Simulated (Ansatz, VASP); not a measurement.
# Two plane-wave programs on BaNaBr3

The input POSCAR:

```
BaNaBr3
1.0
    6.2605717850      0.0000000000      0.0000000000
    0.0000000000      6.2605717850      0.0000000000
    0.0000000000      0.0000000000      6.5109946564
Na Ba Br
1 1 3
Direct
    0.0000000000      0.0000000000      0.0000000000
    0.5000000000      0.5000000000      0.5000000000
    0.5000000000      0.5000000000      0.0000000000
    0.5000000000      0.0000000000      0.5000000000
    0.0000000000      0.5000000000      0.5000000000
```

Contents of INCAR.step1:

```
  PREC = Accurate
  ENCUT = 520
  EDIFF = 1E-5
  ISMEAR = 0
  SIGMA = 0.01
  LREAL = F
  LASPH = T
  NELM = 60
  ALGO = Normal
  ISIF = 2
  LWAVE = T
  NBANDS = 27
  GGA = PE
```

Contents of INCAR.step2:

```
  PREC = Accurate
  ENCUT = 520
  EDIFF = 1E-6
  ISMEAR = 0
  SIGMA = 0.01
  LREAL = F
  LASPH = T
  NELM = 60
  ALGO = Normal
  ISIF = 2
  LWAVE = F
  LCHARG = T
  GGA = PE
  LHFCALC = T
  HFSCREEN = 0.2079
  PRECFOCK = Fast
  LELF = T
  LVHAR = T
  NBANDS = 27
  ISTART = 1
```

KPOINTS

```
regular mesh
0
Gamma
  2 2 2
```

Input for Ansatz:

```yaml
crystal:
  lattice:
    - [6.260571785, 0.0, 0.0]
    - [0.0, 6.260571785, 0.0]
    - [0.0, 0.0, 6.5109946564]
  atoms:
    - { symbol: Na, position: [0.0, 0.0, 0.0] }
    - { symbol: Ba, position: [0.5, 0.5, 0.5] }
    - { symbol: Br, position: [0.5, 0.5, 0.0] }
    - { symbol: Br, position: [0.5, 0.0, 0.5] }
    - { symbol: Br, position: [0.0, 0.5, 0.5] }
kpoints:
  mp_grid: { grid: [2, 2, 2] }
  band_path:
    path: [[0.0, 0.0, 0.0], [0.0, 0.5, 0.0], [0.5, 0.5, 0.0], [0.5, 0.5, 0.5]]
    npoints: 1
hamiltonian:
  xc: hse06
scf:
  occupations: { method: fixed }
  n_extra_bands: 5
output:
  forces: true
  stress: true
  eigenvalues: true
  write_density: true
  write_potential: true
  elf: true
  volumetric_format: npy
```

Change from the starting cell: uniaxial_z strain +4.0%.

Alike in both runs: task single point; functional HSE06; k mesh 2 × 2 × 2; no spin polarisation.

|  | VASP | Ansatz |
| --- | --- | --- |
| version | VASP 6.6.1 | Ansatz 0.2.0 |
| potentials or method | VASP PAW PBE potentials, release 64 (Na_pv, Ba_sv, Br) | plane waves, PAW |
| plane-wave cutoff (eV) | 520 | 420 |
| occupations | gaussian, width 0.01 eV | fixed |
| valence electrons in the cell | 38 | 40 |

|  | VASP | Ansatz | Ansatz less VASP |
| --- | --- | --- | --- |
| gap on the k mesh at the Fermi level (eV) | 3.92 | 3.93 | +0.005 |
| pressure (GPa) | -0.1 | -0.3 | -0.19 |
| traceless stress, the component that is largest in VASP (GPa) | -0.79 | -0.74 | +0.053 |

VASP's potentials hold 38 valence electrons a cell and Ansatz's 40, so a difference there can come from the potentials and not from the codes. Ansatz's warnings: stress exchange threshold loose, stress scf threshold loose.

The k mesh is coarse, so the values compare programs but aren't converged. Spin-orbit coupling is off throughout.
